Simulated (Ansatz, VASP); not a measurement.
CoO: VASP beside Ansatz

```
CELL_PARAMETERS angstrom
2.61615 0.00000 0.00000
0.00000 2.61615 0.00000
0.00000 0.00000 2.61615
ATOMIC_POSITIONS crystal
Co 0.00000 0.00000 0.00000
O 0.50000 0.50000 0.50000
```

Alike in both runs: functional PBE; k mesh 8 × 8 × 8; occupations gaussian, width 0.1 eV; collinear spin.

Ansatz relaxed the structure, and its values are those at the end. VASP's run is a single point on that final structure, the one shown.

|  | VASP | Ansatz |
| --- | --- | --- |
| version | VASP 6.6.1 | Ansatz 0.2.0 |
| potentials or method | VASP PAW PBE potentials, release 64 (Co, O), cutoff 520 eV | scalar-relativistic, plane waves, PAW |
| valence electrons in the cell | 15 | 23 |

```tsv
	VASP	Ansatz	Ansatz less VASP
gap on the k mesh at the Fermi level (eV)	none	none	-
pressure (GPa)	-0.4	0.1	+0.47
net moment per atom (μB)	1.50	1.50	0.000
size of the moment on the site where the two differ most (μB)	0.44	0.47	+0.024
```

Site moments also hang on the region over which each program counts them. A gap of «none» marks a metal or a gap that the smearing closes. VASP's potentials hold 15 valence electrons a cell and Ansatz's 23, so a difference there can come from the potentials and not from the codes.
